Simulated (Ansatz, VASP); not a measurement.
## Two plane-wave programs on Al2InN3

```
CELL_PARAMETERS angstrom
3.02748 0.00000 0.00000
-1.51374 2.62187 0.00000
0.00000 0.00000 7.51861
ATOMIC_POSITIONS crystal
Al 0.33333 0.66667 0.65551
Al 0.66667 0.33333 0.34449
In 0.00000 0.00000 0.00000
N 0.33333 0.66667 0.19682
N 0.66667 0.33333 0.80318
N 0.00000 0.00000 0.50000
```

Change from the starting cell: species swapped into the CaSm2S3 type (P-3m1, No. 164).

Alike in both runs: functional PBE; k mesh 12 × 12 × 4; occupations gaussian, width 0.02 eV; no spin polarisation.

Ansatz relaxed the structure, and its values are those at the end. VASP's run is a single point on that final structure, the one shown.

|  | VASP | Ansatz |
| --- | --- | --- |
| version | VASP 6.6.1 | Ansatz 0.2.0 |
| potentials or method | VASP PAW PBE potentials, release 64 (Al, In_d, N), cutoff 520 eV | scalar-relativistic, plane waves, PAW |
| valence electrons in the cell | 34 | 34 |

Ansatz gave:

| Item | Value |
| --- | --- |
| gap on the k mesh at the Fermi level (eV) | 2.37 |
| least direct gap on the mesh (eV) | 2.68 |
| pressure (GPa) | 0.0 |
| rms of the force components (eV/Å) | 0.001 |

Question: What did VASP give for the same quantities?

Answer: gap on the k mesh at the Fermi level (eV): 2.36; least direct gap on the mesh (eV): 2.69; pressure (GPa): 0.0; rms of the force components (eV/Å): 0.011.
